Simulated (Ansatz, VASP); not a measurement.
# One calculation of BaOs3, two programs

File INCAR:

```
SYSTEM = BaOs3
PREC     = Accurate       ! precision mode
ENCUT    = 560            ! plane-wave cutoff, eV
EDIFF    = 1E-6           ! SCF threshold, eV
ISMEAR   = 0              ! smearing method
SIGMA    = 0.05           ! smearing width, eV
LREAL    = .False.        ! projectors in reciprocal space
LASPH    = .True.         ! aspherical terms in the spheres
NELM     = 120            ! most SCF steps
ALGO     = Normal         ! electronic algorithm
ISIF     = 2              ! what is computed and relaxed
LWAVE    = .False.        ! write WAVECAR
LCHARG   = .False.        ! write CHGCAR
GGA      = PS             ! functional
NBANDS   = 37             ! bands
GGA_COMPAT= .False.
```

Contents of KPOINTS:

```
regular mesh
0
Gamma
  8 8 8
  0 0 0
```

POSCAR

```
BaOs3
1.0
    4.1666527592      0.0000000000      0.0000000000
    0.0000000000      4.1666527592      0.0000000000
    0.0000000000      0.0000000000      4.1666527592
Ba Os
1 3
Direct
    0.0000000000      0.0000000000      0.0000000000
    0.0000000000      0.5000000000      0.5000000000
    0.5000000000      0.5000000000      0.0000000000
    0.5000000000      0.0000000000      0.5000000000
```

Input for Ansatz:

```yaml
crystal:
  lattice:
    - [4.1666527592, 0.0, 0.0]
    - [0.0, 4.1666527592, 0.0]
    - [0.0, 0.0, 4.1666527592]
  atoms:
    - { symbol: Ba, position: [0.0, 0.0, 0.0] }
    - { symbol: Os, position: [0.0, 0.5, 0.5] }
    - { symbol: Os, position: [0.5, 0.5, 0.0] }
    - { symbol: Os, position: [0.5, 0.0, 0.5] }
basis:
  ecutwfc: 420
  ecutrho_ratio: 4
kpoints:
  mp_grid: { grid: [8, 8, 8] }
hamiltonian:
  xc: pbesol
scf:
  occupations: { method: gaussian, width: 0.05 }
output:
  forces: true
  stress: true
  eigenvalues: true
```

Alike in both runs: task single point; functional PBEsol; k mesh 8 × 8 × 8; occupations gaussian, width 0.05 eV; no spin polarisation.

|  | VASP | Ansatz |
| --- | --- | --- |
| version | VASP 6.6.1 | Ansatz 0.2.0 |
| potentials or method | VASP PAW PBE potentials, release 64 (Ba_sv, Os_sv_GW), cutoff 560 eV | scalar-relativistic, plane waves, PAW |
| valence electrons in the cell | 58 | 58 |

Ansatz gave:

| Property | Result |
| --- | --- |
| gap on the k mesh at the Fermi level (eV) | none |
| pressure (GPa) | -5.8 |

Task: What did VASP give for the same quantities?

Result: gap on the k mesh at the Fermi level (eV): none; pressure (GPa): -2.0.

VASP's potentials were made for PBE, not for PBEsol. A gap of «none» marks a metal or a gap that the smearing closes. The functional is the same, so the differences come from potentials, cutoffs and numerics.

Neither program's run includes spin-orbit coupling.
